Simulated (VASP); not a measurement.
# Cr (P6_3/mmc) in VASP: further runs

Cr is run at these levels: PBE; tasks: relaxation of shape and atoms at fixed volume.

All numbers are computed with VASP 6.6.1; they aren't measurements. Logs are shortened: lines on timing, memory, paths and dates and some standing lists are left out, and cuts for length are marked.

## 1. The cell of the first run

Symmetry: P6_3/mmc, No. 194, hexagonal system. Conventional cell: a = 1.908 Å, b = 1.908 Å, c = 3.406 Å, α = 90.00°, β = 90.00°, γ = 120.00°. Cr (site symmetry -6m2) has 12 Cr at 1.91 to 2.03 Å within 2.5 Å.

## 2. Relaxation of shape and atoms at fixed volume, PBE

INCAR

```
SYSTEM = Cr
PREC = Accurate
ENCUT = 600
EDIFF = 1E-6
ISMEAR = -1
SIGMA = 0.1
LREAL = .False.
LASPH = .True.
NELM = 100
ALGO = Normal
ISIF = 4
LWAVE = .False.
LCHARG = .False.
GGA = PE
IBRION = 2
NSW = 50
EDIFFG = -0.005
```

KPOINTS

```
Automatic mesh
0
Gamma
  17 17 9
  0 0 0
```

POSCAR

```
Cr
1.0
    1.9077532934      0.0000000000      0.0000000000
   -0.9538766467      1.6521628163      0.0000000000
    0.0000000000      0.0000000000      3.4058762399
Cr
2
Direct
    0.3333333333      0.6666666667      0.2500000000
    0.6666666667      0.3333333333      0.7500000000
```

Potentials or basis: VASP PAW PBE potentials, release 64 (Cr_pv).

Run with:

```sh
$ cat potpaw_PBE.64/Cr_pv/POTCAR > POTCAR
$ mpirun -np 1 vasp_std > vasp.out
```

OUTCAR:

```text
SYSTEM = Cr
   PREC = Accurate
   ENCUT = 600
   EDIFF = 1E-6
   ISMEAR = -1
   LREAL = .False.
   LASPH = .True.
   NELM = 100
   ISIF = 4
   GGA = PE
   IBRION = 2
   NSW = 50
   EDIFFG = -0.005

 ion  position               nearest neighbor table
   1  0.333  0.667  0.250-   2 2.03   2 2.03   2 2.03   2 2.03   2 2.03   2 2.03   2 2.78   2 2.78
                             2 2.78   2 2.78   2 2.78   2 2.78
   2  0.667  0.333  0.750-   1 2.03   1 2.03   1 2.03   1 2.03   1 2.03   1 2.03   1 2.78   1 2.78
                             1 2.78   1 2.78   1 2.78   1 2.78

  LATTYP: Found a hexagonal cell.
 ALAT       =     1.9077532934
 C/A-ratio  =     1.7852812791

  Lattice vectors:

 A1 = (   1.9077532934,   0.0000000000,   0.0000000000)
 A2 = (  -0.9538766467,   1.6521628163,   0.0000000000)
 A3 = (   0.0000000000,   0.0000000000,   3.4058762399)

Analysis of symmetry for initial positions (statically):
=====================================================================
 Subroutine PRICEL returns:
 Original cell was already a primitive cell.

 Routine SETGRP: Setting up the symmetry group for a
 hexagonal supercell.

 Subroutine GETGRP returns: Found 24 space group operations
 (whereof 12 operations were pure point group operations)
 out of a pool of 24 trial point group operations.

The static configuration has the point symmetry D_3d.
 The point group associated with its full space group is D_6h.

Analysis of symmetry for dynamics (positions and initial velocities):
=====================================================================
 Subroutine PRICEL returns:
 Original cell was already a primitive cell.

 Routine SETGRP: Setting up the symmetry group for a
 hexagonal supercell.

 Subroutine GETGRP returns: Found 24 space group operations
 (whereof 12 operations were pure point group operations)
 out of a pool of 24 trial point group operations.

The dynamic configuration has the point symmetry D_3d.
 The point group associated with its full space group is D_6h.

 Subroutine INISYM returns: Found 24 space group operations
 (whereof 12 operations are pure point group operations),
 and found     1 'primitive' translations

----------------------------------------------------------------------------------------

                                     Primitive cell

  volume of cell :      10.7350

  direct lattice vectors                    reciprocal lattice vectors
     1.907753293  0.000000000  0.000000000     0.524176791  0.302633612  0.000000000
    -0.953876647  1.652162816  0.000000000     0.000000000  0.605267223  0.000000000
     0.000000000  0.000000000  3.405876240     0.000000000  0.000000000  0.293610199

  length of vectors
     1.907753293  1.907753293  3.405876240     0.605267223  0.605267223  0.293610199

  position of ions in fractional coordinates (direct lattice)
     0.333333333  0.666666667  0.250000000
     0.666666667  0.333333333  0.750000000

  ion indices of the primitive-cell ions
   primitive index   ion index
                 1           1
                 2           2

----------------------------------------------------------------------------------------

 KPOINTS: Automatic mesh

Automatic generation of k-mesh.
 Grid dimensions read from file:
 generate k-points for:   17   17    9

 Generating k-lattice:

  Cartesian coordinates                     Fractional coordinates (reciprocal lattice)
     0.030833929  0.017801977  0.000000000     0.058823529  0.000000000  0.000000000
     0.000000000  0.035603954  0.000000000     0.000000000  0.058823529  0.000000000
     0.000000000  0.000000000  0.032623355     0.000000000  0.000000000  0.111111111

  Length of vectors
     0.035603954  0.035603954  0.032623355

  Shift w.r.t. Gamma in fractional coordinates (k-lattice)
     0.000000000  0.000000000  0.000000000

 Subroutine IBZKPT returns following result:
 ===========================================

 Found    165 irreducible k-points:

 Following reciprocal coordinates:
            Coordinates               Weight
  0.000000  0.000000  0.000000      1.000000
  0.058824  0.000000  0.000000      6.000000
  0.117647  0.000000  0.000000      6.000000
  0.176471  0.000000  0.000000      6.000000
  0.235294  0.000000  0.000000      6.000000
  0.294118  0.000000  0.000000      6.000000
[... 16 lines left out ...]
  0.411765  0.117647  0.000000     12.000000
  0.176471  0.176471  0.000000      6.000000
 [... further k-points ...]
   k-points           NKPTS =    165   k-points in BZ     NKDIM =    165   number of bands    NBANDS=     16
   number of dos      NEDOS =    301   number of ions     NIONS =      2
   total plane-waves  NPLWV =   7168
   dimension x,y,z NGX =    16 NGY =   16 NGZ =   28
   dimension x,y,z NGXF=    32 NGYF=   32 NGZF=   56
   ions per type =               2
   NGX,Y,Z   is equivalent  to a cutoff of  13.94, 13.94, 13.67 a.u.
   NGXF,Y,Z  is equivalent  to a cutoff of  27.89, 27.89, 27.33 a.u.
 SYSTEM =  Cr
   PREC   = accura    normal or accurate (medium, high low for compatibility)
   ISTART =      0    job   : 0-new  1-cont  2-samecut
   ICHARG =      2    charge: 1-file 2-atom 10-const
   ISPIN  =      1    spin polarized calculation?
   LNONCOLLINEAR =      F non collinear calculations
   LSORBIT =      F    spin-orbit coupling
   LASPH  =      T    aspherical Exc in radial PAW
   ENCUT  =  600.0 eV  44.10 Ry    6.64 a.u.   3.81  3.81  6.80*2*pi/ulx,y,z
   NELM   =    100;   NELMIN=  2; NELMDL= -5     # of ELM steps
   EDIFF  = 0.1E-05   stopping-criterion for ELM
   LREAL  =      F    real-space projection
   EDIFFG = -.5E-02   stopping-criterion for IOM
   NSW    =     50    number of steps for IOM
   IBRION =      2    ionic relax: 0-MD 1-quasi-New 2-CG
   NFREE  =      1    steps in history (QN), initial steepest desc. (CG)
   ISIF   =      4    stress and relaxation
   ISYM   =      2    0-nonsym 1-usesym 2-fastsym
   POTIM  = 0.5000    time-step for ionic-motion
   TEBEG  =    0.0;   TEEND  =   0.0 temperature during run
   PSTRESS=    0.0 pullay stress
   NELECT =      24.0000    total number of electrons
   NUPDOWN=      -1.0000    fix difference up-down
   EMIN   =  10.00;   EMAX   =-10.00  energy-range for DOS
   EFERMI =   0.00;   METHOD = LEGACY
   ISMEAR =    -1;   SIGMA  =   0.10  broadening in eV -4-tet -1-fermi 0-gaus
   EFERMI_NEDOS =   21; number of points for ismear=-14 and -15
   IALGO  =     38    algorithm
   IMIX   =      4    mixing-type and parameters
     AMIX     =   0.40;   BMIX     =  1.00
     AMIX_MAG =   1.60;   BMIX_MAG =  1.00
  volume/ion in A,a.u.               =       5.37        36.22
  Fermi-wavevector in a.u.,A,eV,Ry     =   2.140641  4.045226 62.346602  4.582346
  Thomas-Fermi vector in A             =   3.119794
   LORBIT       =      0    0 simple, 1 ext, 2 COOP (PROOUT), +10 PAW based schemes
   GGA     = PE    functional components
   LHFCALC =     F    Hartree Fock is set to
   AEXX    =    0.0000 exact exchange contribution
   IVDW    =     0    specifies the selected vdW correction
   LEPSILON=     F    determine dielectric tensor
   LRPA    =     F    only Hartree local field effects (RPA)
 conjugate gradient relaxation of ions
 non-spin polarized calculation
  energy-cutoff  :      600.00
  volume of cell :       10.74
 maximum number of plane-waves:       372
 NGX is ok and might be reduce to    16
   NGX =  7   NGY =  7   NGZ = 13

--------------------------------------- Ionic step        1  -------------------------------------------

 number of electron      23.9999998 magnetization

 Free energy of the ion-electron system (eV)
  ---------------------------------------------------
  ext. energy  EPLUGINS =         0.00000000
  ---------------------------------------------------
  free energy    TOTEN  =         0.99754419 eV

  energy without entropy =        1.04997976  energy(sigma->0) =        1.02376198

------------------------ aborting loop because EDIFF is reached ----------------------------------------

  FORCE on cell =-STRESS in cart. coord.  units (eV):
  Direction    XX          YY          ZZ          XY          YZ          ZX
  --------------------------------------------------------------------------------------
  -------------------------------------------------------------------------------------
  Total       64.7915088     64.7915088     54.7666522      0.0000000      0.0000000      0.0000000
  in kB     9669.9617821   9669.9617828   8173.7783725      0.0000000      0.0000000      0.0000000
  external PRESSURE =    9171.2339791 kB  Pullay stress =       0.0000000 kB
[... 89 lines left out ...]
  FREE ENERGIE OF THE ION-ELECTRON SYSTEM (eV)
  ---------------------------------------------------
  free  energy   TOTEN  =         0.6726089173 eV

  energy  without entropy=        0.7198537098  energy(sigma->0) =        0.69623131

[... ionic steps 4 to 16 ...]

--------------------------------------- Ionic step       17  -------------------------------------------

 number of electron      24.0000005 magnetization

------------------------ aborting loop because EDIFF is reached ----------------------------------------

  FORCE on cell =-STRESS in cart. coord.  units (eV):
  Direction    XX          YY          ZZ          XY          YZ          ZX
  --------------------------------------------------------------------------------------
  -------------------------------------------------------------------------------------
  Total       60.3153768     60.3153770     60.2824815     -0.0000000     -0.0000000      0.0000000
  in kB     9001.9108842   9001.9109169   8997.0013392     -0.0000000     -0.0000000      0.0000000
  external PRESSURE =    9000.2743801 kB  Pullay stress =       0.0000000 kB
[... 57 lines left out ...]
  energy  without entropy=        0.7199872858  energy(sigma->0) =        0.69617102

--------------------------------------- Ionic step       19  -------------------------------------------

 number of electron      24.0000005 magnetization

 Free energy of the ion-electron system (eV)
  ---------------------------------------------------
  ext. energy  EPLUGINS =         0.00000000
  ---------------------------------------------------
  free energy    TOTEN  =         0.67234627 eV

  energy without entropy =        0.72007788  energy(sigma->0) =        0.69621208

 E-fermi :  26.0661     XC(G=0): -18.7166

 val. band max:       26.0320477246   @ k =   0.2941   0.1176   0.3333
 cond. band min:      26.0775626231   @ k =   0.2941   0.0588   0.0000
 fundamental gap:      0.0455148985
 Fermi energy:        26.0661281466

 k-point     1 :       0.0000    0.0000    0.0000
  band No.  band energies     occupation
      1     -22.1213      2.00000
      2     -15.2241      2.00000
      3     -15.2241      2.00000
      4     -14.2696      2.00000
      5     -14.2696      2.00000
      6     -14.0981      2.00000
[... 8 lines left out ...]
     15      26.5887      0.01070
     16      31.3020      0.00000
[... 420 lines left out ...]
  band No.  band energies     occupation
      1     -20.1838      2.00000
      2     -18.6705      2.00000
      3     -18.6610      2.00000
      4     -16.3985      2.00000
      5     -15.3784      2.00000
      6     -15.0419      2.00000
[... 8 lines left out ...]
     15      29.6524      0.00000
     16      32.3296      0.00000

 [... further k-points ...]

------------------------ aborting loop because EDIFF is reached ----------------------------------------

  FORCE on cell =-STRESS in cart. coord.  units (eV):
  Direction    XX          YY          ZZ          XY          YZ          ZX
  --------------------------------------------------------------------------------------
  -------------------------------------------------------------------------------------
  Total       60.3064625     60.3064628     60.3057930     -0.0000000     -0.0000000      0.0000000
  in kB     9000.5804503   9000.5804895   9000.4805259     -0.0000000     -0.0000000      0.0000000
  external PRESSURE =    9000.5471552 kB  Pullay stress =       0.0000000 kB
[... 17 lines left out ...]
  FREE ENERGIE OF THE ION-ELECTRON SYSTEM (eV)
  ---------------------------------------------------
  free  energy   TOTEN  =         0.6723462746 eV

  energy  without entropy=        0.7200778818  energy(sigma->0) =        0.69621208

 reached required accuracy - stopping structural energy minimisation
```

Run time: 1.9 min. Hardware: 1 thread of Intel Xeon Platinum 8559C (Emerald Rapids), shared host; peak memory 0.15 GiB.

The run converged, but its numbers aren't listed here, since they failed a check.

Caveat: the run has no spin polarisation, though such a crystal can be magnetic.

## 3. Relaxation of shape and atoms at fixed volume, PBE

This run uses another cell than the first one, of 6.20 Å³/atom, 1.156 times its volume.

INCAR

```
PREC = Accurate
ENCUT = 600
EDIFF = 1E-6
ISMEAR = -1
SIGMA = 0.1
LREAL = F
LASPH = T
NELM = 80
ALGO = Normal
ISIF = 4
LWAVE = F
LCHARG = F
GGA = PE
IBRION = 2
NSW = 50
EDIFFG = -0.005
```

KPOINTS

```
Automatic mesh
0
Gamma
  17 17 9
```

POSCAR

```
Cr
1.0
    2.0019465985      0.0000000000      0.0000000000
   -1.0009732992      1.7337366113      0.0000000000
    0.0000000000      0.0000000000      3.5740377841
Cr
2
Direct
    0.3333333333      0.6666666667      0.2500000000
    0.6666666667      0.3333333333      0.7500000000
```

Potentials or basis: VASP PAW PBE potentials, release 64 (Cr_pv).

Run with:

```sh
$ cat potpaw_PBE.64/Cr_pv/POTCAR > POTCAR
$ mpirun -np 1 vasp_std > vasp.out
```

Wall time 44 s (1 thread of Intel Xeon Platinum 8559C (Emerald Rapids), shared host); peak memory 0.15 GiB.

It converged, with:

| Item | Value |
| --- | --- |
| Free energy | -6.7221 eV |
| Energy gained by relaxing | 85.4 meV/atom |
| Ionic steps | 4 |
| Pressure after relaxing | 551.9 GPa |
| Band gap on the k mesh | zero (band 12 reaches 24.17 eV, above the bottom of band 13 at 20.73 eV) |

The path:
```
step  energy change (eV)  largest force (eV/Å)  pressure (GPa)  volume (Å³)
   1              0.0000                0.0000          564.39        12.40
   2             -0.1605                0.0000          552.09        12.40
   3             -0.1708                0.0000          551.86        12.40
   4             -0.1708                0.0000          551.86        12.40
```

Final structure:
```
CELL_PARAMETERS angstrom
2.07262 0.00000 0.00000
-1.03631 1.79494 0.00000
0.00000 0.00000 3.33445
ATOMIC_POSITIONS crystal
Cr 0.33333 0.66667 0.25000
Cr 0.66667 0.33333 0.75000
```

Levels at points of the mesh, in eV from the Fermi level:
```csv
k point,band 10,band 11,band 12,band 13,band 14,band 15
"(0.00, 0.00, 0.00)",-1.81,-1.64,-0.48,-0.48,0.74,0.74
```

Caveat: the run has no spin polarisation, though such a crystal can be magnetic. Spin polarisation is off, so any magnetic state and its effect on volume and gap are missing.

## 4. Relaxation of shape and atoms at fixed volume, PBE

This run uses another cell than the first one, of 7.16 Å³/atom, 1.333 times its volume.

INCAR

```
SYSTEM = Cr
PREC = Accurate
ENCUT = 600
EDIFF = 1E-6
ISMEAR = -1
SIGMA = 0.1
LREAL = .FALSE.
LASPH = .TRUE.
NELM = 60
ALGO = Normal
ISIF = 4
LWAVE = .FALSE.
LCHARG = .FALSE.
GGA = PE
IBRION = 2
NSW = 50
EDIFFG = -0.005
```

KPOINTS

```
Automatic mesh
0
G
  17 17 9
  0 0 0
```

POSCAR

```
Cr
1.0
    2.0997541946      0.0000000000      0.0000000000
   -1.0498770973      1.8184404742      0.0000000000
    0.0000000000      0.0000000000      3.7486518543
Cr
2
Direct
    0.3333333333      0.6666666667      0.2500000000
    0.6666666667      0.3333333333      0.7500000000
```

Run with:

```sh
$ cat potpaw_PBE.64/Cr_pv/POTCAR > POTCAR
$ mpirun -np 1 vasp_std > vasp.out
```

Run time: 2.2 min. Hardware: 1 thread of Intel Xeon Platinum 8559C (Emerald Rapids), shared host; peak memory 0.16 GiB.

Results (log left out):

| Item | Value |
| --- | --- |
| Free energy | -11.8307 eV |
| Energy gained by relaxing | 27.2 meV/atom |
| Ionic steps | 20 |
| Pressure after relaxing | 327.3 GPa |
| Band gap on the k mesh | zero (band 12 reaches 20.86 eV, above the bottom of band 13 at 17.91 eV) |

The path:
```
step  energy change (eV)  largest force (eV/Å)  pressure (GPa)  volume (Å³)
   1              0.0000                0.0000          333.79        14.31
   2             -0.0543                0.0000          327.72        14.31
   3             -0.0543                0.0000          327.69        14.31
   4             -0.0543                0.0000          327.69        14.31
   5             -0.0543                0.0000          327.70        14.31
   6             -0.0543                0.0000          327.70        14.31
   7             -0.0543                0.0000          327.70        14.31
   8             -0.0543                0.0000          327.70        14.31
   9             -0.0543                0.0000          327.69        14.31
  10             -0.0543                0.0000          327.69        14.31
  11             -0.0543                0.0000          327.69        14.31
  12             -0.0543                0.0000          327.69        14.31
  13             -0.0543                0.0000          327.69        14.31
  14             -0.0543                0.0000          327.69        14.31
  15             -0.0543                0.0000          327.68        14.31
  16             -0.0543                0.0000          327.67        14.31
  17             -0.0543                0.0000          327.64        14.31
  18             -0.0543                0.0000          327.59        14.31
  19             -0.0543                0.0000          327.51        14.31
  20             -0.0544                0.0000          327.32        14.31
```

Final structure:
```
CELL_PARAMETERS angstrom
2.16047 0.00000 0.00000
-1.08023 1.87102 0.00000
0.00000 0.00000 3.54092
ATOMIC_POSITIONS crystal
Cr 0.33333 0.66667 0.25000
Cr 0.66667 0.33333 0.75000
```

Levels at points of the mesh, in eV from the Fermi level:
| k point | band 8 | band 9 | band 10 | band 11 | band 12 | band 13 | band 14 | band 15 | band 16 |
| --- | --- | --- | --- | --- | --- | --- | --- | --- | --- |
| (0.00, 0.00, 0.00) | -6.58 | -1.42 | -1.24 | -1.24 | -0.23 | -0.23 | 1.00 | 1.00 | 3.29 |

Caveat: the run has no spin polarisation, though such a crystal can be magnetic.
